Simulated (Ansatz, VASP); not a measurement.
**I in VASP and in Ansatz**

INCAR

```
SYSTEM = I
ALGO = Normal ; EDIFF = 1E-8
ENCUT = 520 ; GGA = PE
ISIF = 2 ; ISMEAR = -1
LASPH = .True. ; LCHARG = .False.
LEFG = .True. ; LREAL = .False.
LWAVE = .False. ; NBANDS = 14
NELM = 60 ; PREC = Accurate
SIGMA = 0.05
```

Contents of KPOINTS:

```
k-points
0
Gamma
  15 15 8
  0 0 0
```

The input POSCAR:

```
I
1.0
    4.2826825382      0.0000000000      0.0000000000
   -2.1413412691      3.7089118744      0.0000000000
    0.0000000000      0.0000000000      4.8828683242
I
2
Direct
    0.3333333333      0.6666666667      0.2500000000
    0.6666666667      0.3333333333      0.7500000000
```

Input for Ansatz:

```yaml
crystal:
  lattice:
    - [4.2826825382, 0.0, 0.0]
    - [-2.1413412691, 3.7089118744, 0.0]
    - [0.0, 0.0, 4.8828683242]
  atoms:
    - { symbol: I, position: [0.3333333333, 0.6666666667, 0.25] }
    - { symbol: I, position: [0.6666666667, 0.3333333333, 0.75] }
kpoints:
  mp_grid: { grid: [15, 15, 8] }
  band_path:
    path:
      - [0.0, 0.0, 0.0]
      - [0.5, 0.0, 0.0]
      - [0.3333333333, 0.3333333333, 0.0]
      - [0.0, 0.0, 0.0]
      - [0.0, 0.0, 0.5]
      - [0.5, 0.0, 0.5]
      - [0.3333333333, 0.3333333333, 0.5]
      - [0.0, 0.0, 0.5]
      - [0.5, 0.0, 0.5]
    npoints: 8
scf:
  occupations: { method: fermi_dirac, width: 0.05 }
hamiltonian:
  xc: pbe
  pseudopotentials: { kind: paw }
output:
  forces: true
  stress: true
  eigenvalues: true
  efg: { contact_densities: true }
  populations: true
  bader: true
  dos: { projected: true, de: 0.2, e_range: [-14, 8] }
```

Alike in both runs: task electric field gradients; functional PBE; k mesh 15 × 15 × 8; occupations fermi-dirac, width 0.05 eV; no spin polarisation.

```csv
,VASP,Ansatz
version,VASP 6.6.1,Ansatz 0.2.0
potentials or method,"VASP PAW PBE potentials, release 64 (I)","PAW with Ansatz's default frozen-core files, scalar-relativistic"
plane-wave cutoff (eV),520,420
valence electrons in the cell,14,34
```

```tsv
	VASP	Ansatz	Ansatz less VASP
pressure (GPa)	0.0	0.0	+0.02
size of Vzz on the site where it differs most (V/Å²)	405.8	415.5	+9.78
```

The functional is the same, so the differences come from potentials, cutoffs and numerics. VASP's potentials hold 14 valence electrons a cell and Ansatz's 34, so a difference there can come from the potentials and not from the codes.

Neither program's run includes spin-orbit coupling.
